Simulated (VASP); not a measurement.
# Tl3Ge2H (P6/mmm) in VASP: further runs

The runs below take Tl3Ge2H through relaxation of cell and atoms, single point, with PBE.

All numbers are computed with VASP 6.6.1; they aren't measurements. Logs are shortened: lines on timing, memory, paths and dates and some standing lists are left out, and cuts for length are marked.

## Step 1: The cell of the first run

The structure is hexagonal, space group P6/mmm (No. 191). Conventional cell: a = 6.485 Å, b = 6.485 Å, c = 3.812 Å, α = 90.00°, β = 90.00°, γ = 120.00°. Tl (site symmetry mmm) has 4 Ge at 2.67 Å and 4 Tl at 3.24 Å within 3.5 Å. Within 3.5 Å of Ge (site symmetry -6m2) lie 6 Tl at 2.67 Å. Within 4.9 Å of H (site symmetry 6/mmm) lie 6 Ge at 3.74 Å and 12 Tl at 3.76 Å and 2 H at 3.81 Å.

The cell was built from a structure type or drawn by symmetry, and may not be a known phase.

## Step 2: Relaxation of cell and atoms, PBE

Contents of INCAR:

```
SYSTEM = Tl3Ge2H
ALGO     = Normal         ! electronic algorithm
EDIFF    = 1E-7           ! SCF threshold, eV
EDIFFG   = -0.04          ! ionic threshold
ENCUT    = 600            ! plane-wave cutoff, eV
GGA      = PE             ! functional
IBRION   = 2              ! ionic algorithm
ISIF     = 3              ! what is computed and relaxed
ISMEAR   = 0              ! smearing method
LASPH    = .True.         ! aspherical terms in the spheres
LCHARG   = .False.        ! write CHGCAR
LREAL    = .False.        ! projectors in reciprocal space
LWAVE    = .False.        ! write WAVECAR
NELM     = 80             ! most SCF steps
NSW      = 90             ! ionic steps
PREC     = Accurate       ! precision mode
SIGMA    = 0.1            ! smearing width, eV
```

Contents of KPOINTS:

```
k-points
0
Gamma
  3 3 4
  0 0 0
```

Contents of POSCAR:

```
Tl3Ge2H
1.0
    6.4854956500      0.0000000000      0.0000000000
   -3.2427478300      5.6166039900      0.0000000000
    0.0000000000      0.0000000000      3.8122417300
Tl Ge H
3 2 1
Direct
    0.0000000000      0.5000000000      0.0000000000
    0.5000000000      0.0000000000      0.0000000000
    0.5000000000      0.5000000000      0.0000000000
    0.3333333300      0.6666666700      0.5000000000
    0.6666666700      0.3333333300      0.5000000000
    0.0000000000      0.0000000000      0.5000000000
```

Potentials or basis: VASP PAW PBE potentials, release 64 (Tl_d, Ge_d, H).

Run with:

```bash
$ cat potpaw_PBE.64/Tl_d/POTCAR potpaw_PBE.64/Ge_d/POTCAR potpaw_PBE.64/H/POTCAR > POTCAR
$ mpirun -np 1 vasp_std > vasp.out
```

OUTCAR:

```text
SYSTEM = Tl3Ge2H
   EDIFF = 1E-7
   EDIFFG = -0.04
   ENCUT = 600
   GGA = PE
   IBRION = 2
   ISIF = 3
   ISMEAR = 0
   LASPH = .True.
   LREAL = .False.
   NELM = 80
   NSW = 90
   PREC = Accurate

 ion  position               nearest neighbor table
   1  0.000  0.500  0.000-   4 2.67   5 2.67   4 2.67   5 2.67   2 3.24   2 3.24   3 3.24   3 3.24

   2  0.500  0.000  0.000-   4 2.67   5 2.67   4 2.67   5 2.67   1 3.24   1 3.24   3 3.24   3 3.24

   3  0.500  0.500  0.000-   4 2.67   5 2.67   4 2.67   5 2.67   1 3.24   1 3.24   2 3.24   2 3.24

   4  0.333  0.667  0.500-   1 2.67   1 2.67   2 2.67   2 2.67   3 2.67   3 2.67
   5  0.667  0.333  0.500-   1 2.67   1 2.67   2 2.67   2 2.67   3 2.67   3 2.67
   6  0.000  0.000  0.500-

  LATTYP: Found a hexagonal cell.
 ALAT       =     6.4854956500
 C/A-ratio  =     0.5878103904

  Lattice vectors:

 A1 = (   6.4854956500,   0.0000000000,   0.0000000000)
 A2 = (  -3.2427478300,   5.6166039900,   0.0000000000)
 A3 = (   0.0000000000,   0.0000000000,   3.8122417300)

Analysis of symmetry for initial positions (statically):
=====================================================================
 Subroutine PRICEL returns:
 Original cell was already a primitive cell.

 Routine SETGRP: Setting up the symmetry group for a
 hexagonal supercell.

 Subroutine GETGRP returns: Found 24 space group operations
 (whereof 24 operations were pure point group operations)
 out of a pool of 24 trial point group operations.

The static configuration has the point symmetry D_6h.

Analysis of symmetry for dynamics (positions and initial velocities):
=====================================================================
 Subroutine PRICEL returns:
 Original cell was already a primitive cell.

 Routine SETGRP: Setting up the symmetry group for a
 hexagonal supercell.

 Subroutine GETGRP returns: Found 24 space group operations
 (whereof 24 operations were pure point group operations)
 out of a pool of 24 trial point group operations.

The dynamic configuration has the point symmetry D_6h.

 Subroutine INISYM returns: Found 24 space group operations
 (whereof 24 operations are pure point group operations),
 and found     1 'primitive' translations

----------------------------------------------------------------------------------------

                                     Primitive cell

  volume of cell :     138.8665

  direct lattice vectors                    reciprocal lattice vectors
     6.485495650  0.000000000  0.000000000     0.154190220  0.089021765  0.000000000
    -3.242747830  5.616603990  0.000000000     0.000000000  0.178043530  0.000000000
[... 64 lines left out ...]
   ions per type =               3   2   1
   NGX,Y,Z   is equivalent  to a cutoff of  13.84, 13.84, 13.08 a.u.
   NGXF,Y,Z  is equivalent  to a cutoff of  27.68, 27.68, 26.17 a.u.
 SYSTEM =  Tl3Ge2H
   PREC   = accura    normal or accurate (medium, high low for compatibility)
   ISTART =      0    job   : 0-new  1-cont  2-samecut
   ICHARG =      2    charge: 1-file 2-atom 10-const
   ISPIN  =      1    spin polarized calculation?
   LNONCOLLINEAR =      F non collinear calculations
   LSORBIT =      F    spin-orbit coupling
   LASPH  =      T    aspherical Exc in radial PAW
   ENCUT  =  600.0 eV  44.10 Ry    6.64 a.u.  12.95 12.95  7.61*2*pi/ulx,y,z
   NELM   =     80;   NELMIN=  2; NELMDL= -5     # of ELM steps
   EDIFF  = 0.1E-06   stopping-criterion for ELM
   LREAL  =      F    real-space projection
   EDIFFG = -.4E-01   stopping-criterion for IOM
   NSW    =     90    number of steps for IOM
   IBRION =      2    ionic relax: 0-MD 1-quasi-New 2-CG
   NFREE  =      1    steps in history (QN), initial steepest desc. (CG)
   ISIF   =      3    stress and relaxation
   ISYM   =      2    0-nonsym 1-usesym 2-fastsym
   POTIM  = 0.5000    time-step for ionic-motion
   TEBEG  =    0.0;   TEEND  =   0.0 temperature during run
   PSTRESS=    0.0 pullay stress
   NELECT =      68.0000    total number of electrons
   NUPDOWN=      -1.0000    fix difference up-down
   EMIN   =  10.00;   EMAX   =-10.00  energy-range for DOS
   EFERMI =   0.00;   METHOD = LEGACY
   ISMEAR =     0;   SIGMA  =   0.10  broadening in eV -4-tet -1-fermi 0-gaus
   EFERMI_NEDOS =   21; number of points for ismear=-14 and -15
   IALGO  =     38    algorithm
   IMIX   =      4    mixing-type and parameters
     AMIX     =   0.40;   BMIX     =  1.00
     AMIX_MAG =   1.60;   BMIX_MAG =  1.00
  volume/ion in A,a.u.               =      23.14       156.19
  Fermi-wavevector in a.u.,A,eV,Ry     =   1.290363  2.438433 22.654209  1.665037
  Thomas-Fermi vector in A             =   2.422199
   LORBIT       =      0    0 simple, 1 ext, 2 COOP (PROOUT), +10 PAW based schemes
   GGA     = PE    functional components
   LHFCALC =     F    Hartree Fock is set to
   AEXX    =    0.0000 exact exchange contribution
   IVDW    =     0    specifies the selected vdW correction
   LEPSILON=     F    determine dielectric tensor
   LRPA    =     F    only Hartree local field effects (RPA)
 conjugate gradient relaxation of ions
 non-spin polarized calculation
 Gauss-broadening in eV      SIGMA  =   0.10
  energy-cutoff  :      600.00
  volume of cell :      138.87
 maximum number of plane-waves:      4665
 NGX is ok and might be reduce to    54
   NGX = 25   NGY = 25   NGZ = 15

--------------------------------------- Ionic step        1  -------------------------------------------

 number of electron      68.0000001 magnetization

 Free energy of the ion-electron system (eV)
  ---------------------------------------------------
  ext. energy  EPLUGINS =         0.00000000
  ---------------------------------------------------
  free energy    TOTEN  =       -12.82226666 eV

  energy without entropy =      -12.77204818  energy(sigma->0) =      -12.79715742

 E-fermi :   5.1259     XC(G=0):  -9.7249

 val. band max:        5.1012311212   @ k =   0.3333   0.0000   0.2500
 cond. band min:       5.1688284046   @ k =   0.3333   0.3333   0.0000
 fundamental gap:      0.0675972834
 Fermi energy:         5.1259354197

 k-point     1 :       0.0000    0.0000    0.0000
  band No.  band energies     occupation
      1     -19.5539      2.00000
      2     -19.5539      2.00000
      3     -19.5490      2.00000
      4     -19.5463      2.00000
      5     -19.5463      2.00000
      6     -19.5386      2.00000
[... 455 lines left out ...]
--------------------------------------- Ionic step        3  -------------------------------------------

 number of electron      68.0000001 magnetization

 Free energy of the ion-electron system (eV)
  ---------------------------------------------------
  ext. energy  EPLUGINS =         0.00000000
  ---------------------------------------------------
  free energy    TOTEN  =       -14.60187812 eV

  energy without entropy =      -14.55487384  energy(sigma->0) =      -14.57837598

 E-fermi :   2.6999     XC(G=0):  -8.4274

 val. band max:        2.6983471634   @ k =   0.3333   0.0000   0.2500
 cond. band min:       2.8245951979   @ k =   0.3333   0.0000   0.0000
 fundamental gap:      0.1262480345
 Fermi energy:         2.6998583053

 k-point     1 :       0.0000    0.0000    0.0000
  band No.  band energies     occupation
      1     -21.8736      2.00000
      2     -21.8736      2.00000
      3     -21.8729      2.00000
      4     -21.8729      2.00000
      5     -21.8725      2.00000
      6     -21.8725      2.00000
[... 409 lines left out ...]
  FREE ENERGIE OF THE ION-ELECTRON SYSTEM (eV)
  ---------------------------------------------------
  free  energy   TOTEN  =       -14.6018781240 eV

  energy  without entropy=      -14.5548738440  energy(sigma->0) =      -14.57837598

 reached required accuracy - stopping structural energy minimisation
```

OSZICAR:

```text
N       E                     dE             d eps       ncg     rms          rms(c)
DAV:   1     0.701901676154E+03    0.70190E+03   -0.37641E+04   912   0.356E+03
DAV:   2     0.890436589838E+02   -0.61286E+03   -0.59682E+03   720   0.103E+03
DAV:   3    -0.829896736545E+01   -0.97343E+02   -0.96309E+02   792   0.201E+02
[... 38 lines left out ...]
DAV:   8    -0.146018966694E+02   -0.17898E-04   -0.91235E-05   672   0.226E-02    0.332E-02
DAV:   9    -0.146018778272E+02    0.18842E-04   -0.24845E-05   672   0.159E-02    0.654E-03
DAV:  10    -0.146018777907E+02    0.36431E-07   -0.25558E-06   512   0.584E-03    0.130E-03
DAV:  11    -0.146018781987E+02   -0.40798E-06   -0.30590E-07   504   0.410E-03    0.118E-03
DAV:  12    -0.146018781240E+02    0.74739E-07   -0.29039E-08   384   0.141E-03
   3 F= -.14601878E+02 E0= -.14578376E+02  d E =-.177961E+01
```

It took 1.9 min on 1 thread of Intel Xeon 6975P-C (Granite Rapids), shared host; peak memory 0.32 GiB.

What came out:

```yaml
Free_energy: -14.6019 eV
Relaxed_volume: 30.95 Å³/atom
Relaxed_cell: a = 7.062 Å, b = 7.062 Å, c = 4.300 Å, α = 90.00°, β = 90.00°, γ = 120.00°
Space_group_after_relaxing_to_0.1_Å: P6/mmm (No. 191)
Energy_gained_by_relaxing: 296.6 meV/atom
Ionic_steps: 3
Pressure_after_relaxing: 0.1 GPa
Band_gap_on_the_k_mesh: zero (bands 34 and 35 overlap by 0.46 eV)
```

The path:
```
step  energy change (eV)  largest force (eV/Å)  pressure (GPa)  volume (Å³)
   1              0.0000                0.0000           15.58       138.87
   2             -1.7768                0.0000           -0.35       189.11
   3             -1.7796                0.0000            0.11       185.71
```

Final structure:
```
Tl Ge H
1.0
     7.06215    0.00000    0.00000
    -3.53108    6.11600    0.00000
     0.00000    0.00000    4.29956
Tl Ge H
3 2 1
Cartesian
  -1.7655 3.0580 4.2996
  0.0000 6.1160 0.0000
  1.7655 3.0580 4.2996
  0.0000 4.0773 2.1498
  3.5311 2.0387 2.1498
  -3.5311 6.1160 2.1498
```

Caveat: the k points lie up to 0.37 Å⁻¹ apart in the final cell; the volume moved by over 15 % at a fixed basis, so the end points are rough; spin-orbit coupling is left out, which moves the levels of the heavy elements.

## Step 3: Single point, PBE

This run uses another cell than the first one, of 32.79 Å³/atom.

Contents of INCAR:

```
PREC = Accurate
ENCUT = 520
EDIFF = 1E-6
ISMEAR = 0
SIGMA = 0.1
LREAL = F
LASPH = T
NELM = 60
ALGO = Normal
ISIF = 2
LWAVE = F
LCHARG = F
GGA = PE
NBANDS = 43
```

Contents of KPOINTS:

```
regular mesh
0
Gamma
  6 6 10
```

Contents of POSCAR:

```
Tl3Ge2H
1.0
    7.7029100752      0.0000000000      0.0000000000
   -3.8514550376      6.6709158081      0.0000000000
    0.0000000000      0.0000000000      3.8289394432
Tl Ge H
3 2 1
Direct
    0.0000000000      0.5000000000      0.0000000000
    0.5000000000      0.0000000000      0.0000000000
    0.5000000000      0.5000000000      0.0000000000
    0.3333333333      0.6666666667      0.5000000000
    0.6666666667      0.3333333333      0.5000000000
    0.0000000000      0.0000000000      0.5000000000
```

Potentials or basis: VASP PAW PBE potentials, release 64 (Tl_d, Ge_d, H).

Run with:

```bash
$ cat potpaw_PBE.64/Tl_d/POTCAR potpaw_PBE.64/Ge_d/POTCAR potpaw_PBE.64/H/POTCAR > POTCAR
$ mpirun -np 1 vasp_std > vasp.out
```

Run time: 2.5 min. Hardware: 1 thread of Intel Xeon 6975P-C (Granite Rapids), shared host; peak memory 0.5 GiB.

It converged, with:

```yaml
Free_energy: -14.9617 eV
Pressure: 0.0 GPa
Band_gap_on_the_k_mesh: zero (bands 34 and 35 overlap by 1.49 eV)
```

Levels at points of the mesh, in eV from the Fermi level:
```tsv
k point	band 32	band 33	band 34	band 35	band 36	band 37
(0.00, 0.00, 0.00)	-1.99	-0.43	0.13	2.17	2.17	2.35
(0.50, 0.00, 0.00)	-1.02	0.58	0.66	0.73	0.83	1.32
(0.00, 0.00, 0.50)	-2.36	-2.36	-0.05	0.99	0.99	1.01
(0.50, 0.00, 0.50)	-1.74	-1.45	-0.25	0.13	0.14	1.19
```

Caveat: spin-orbit coupling is left out, which moves the levels of the heavy elements.

## Step 4: Single point, PBE

This run uses another cell than the first one, of 32.79 Å³/atom.

Contents of INCAR:

```
PREC = Accurate ; ENCUT = 520
EDIFF = 1E-6 ; ISMEAR = 0
SIGMA = 0.1 ; LREAL = F
LASPH = T ; NELM = 60
ALGO = Normal ; ISIF = 2
LWAVE = F ; LCHARG = F
GGA = PE ; NBANDS = 43
```

KPOINTS is that of step 3.

Edit POSCAR of step 3 so:

```diff
@@ -2,3 +2,3 @@
 1.0
-    7.7029100752      0.0000000000      0.0000000000
+    7.7029100751      0.0000000000      0.0000000000
    -3.8514550376      6.6709158081      0.0000000000
```

Run with:

```bash
$ cat potpaw_PBE.64/Tl_d/POTCAR potpaw_PBE.64/Ge_d/POTCAR potpaw_PBE.64/H/POTCAR > POTCAR
$ mpirun -np 1 vasp_std > vasp.out
```

It took 2.6 min on 1 thread of Intel Xeon 6975P-C (Granite Rapids), shared host; peak memory 0.5 GiB.

Results (log left out):

* Free energy: -14.9617 eV
* Pressure: 0.0 GPa
* Band gap on the k mesh: zero (bands 34 and 35 overlap by 1.49 eV)

Levels at points of the mesh, in eV from the Fermi level:
```tsv
k point	band 30	band 31	band 32	band 33	band 34	band 35	band 36	band 37	band 38	band 39
(0.00, 0.00, 0.00)	-2.20	-1.99	-1.99	-0.43	0.13	2.17	2.17	2.35	3.45	3.45
(0.50, 0.00, 0.00)	-3.96	-1.24	-1.02	0.58	0.66	0.73	0.83	1.32	2.98	3.26
(0.00, 0.00, 0.50)	-4.69	-3.82	-2.36	-2.36	-0.05	0.99	0.99	1.01	1.01	3.21
(0.50, 0.00, 0.50)	-4.75	-2.39	-1.74	-1.45	-0.25	0.13	0.14	1.19	1.97	2.51
```

Caveat: spin-orbit coupling is left out, which moves the levels of the heavy elements.
